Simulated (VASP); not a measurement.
Set up this calculation in VASP 6.6.1, as the native input.

```
Task                   : single point
Functional             : PBE
Potentials or basis    : VASP PAW PBE potentials, release 64 (Co_sv, O)
Cutoff                 : 700 eV
k mesh                 : 12 × 12 × 12
Occupations            : gaussian, width 0.02 eV
Spin                   : no spin polarisation
Hubbard terms          : Co d U = 3.32 eV
Dipole correction      : no
Further INCAR settings : ALGO = Normal; EDIFF = 1e-06; NBANDS = 18
```

The structure of CoO lies in POSCAR:

```
CoO
1.0
   -1.5080001529      1.5080001529      2.1072499549
    1.5080001529     -1.5080001529      2.1072499549
    1.5080001529      1.5080001529     -2.1072499549
Co O
1 1
Direct
    0.0000000000      0.0000000000      0.0000000000
    0.5000000000      0.5000000000      0.0000000000
```

The input as run:

INCAR

```
PREC     = Accurate       # precision mode
ENCUT    = 700            # plane-wave cutoff, eV
EDIFF    = 1E-6           # SCF threshold, eV
ISMEAR   = 0              # smearing method
SIGMA    = 0.02           # smearing width, eV
LREAL    = False          # projectors in reciprocal space
LASPH    = True           # aspherical terms in the spheres
NELM     = 200            # most SCF steps
ALGO     = Normal         # electronic algorithm
ISIF     = 2              # what is computed and relaxed
LWAVE    = False          # write WAVECAR
LCHARG   = True           # write CHGCAR
LMAXMIX  = 4              # l up to which the mixer works
LDAU     = True           # DFT+U
LDAUTYPE = 2            
LDAUL    = 2 -1           # shell
LDAUU    = 3.32 0         # U, eV
LDAUJ    = 0 0          
LDAUPRINT= 1            
GGA      = PE             # functional
LELF     = True           # ELF
LVHAR    = True         
NBANDS   = 18             # bands
GGA_COMPAT= False
```

KPOINTS

```
regular mesh
0
Gamma
  12 12 12
```

Potentials or basis: VASP PAW PBE potentials, release 64 (Co_sv, O).

Command:

```bash
$ cat potpaw_PBE.64/Co_sv/POTCAR potpaw_PBE.64/O/POTCAR > POTCAR
$ mpirun -np 1 vasp_std > vasp.out
```

It gave:

```
Pressure               : -18.3 GPa
Band gap on the k mesh : zero (an odd number of electrons rules out a gap without spin polarisation)
```

Caveat: the cell stands under tension; an odd number of electrons without spin polarisation forces a metal; a magnetic or distorted state may lie lower; the run has no spin polarisation, though such a crystal can be magnetic; U without spin polarisation on a metal has little footing.

Run time: 46 s on 1 thread of Intel(R) Xeon(R) 6975P-C (Granite Rapids), with other jobs on the host, peak memory 0.22 GiB.
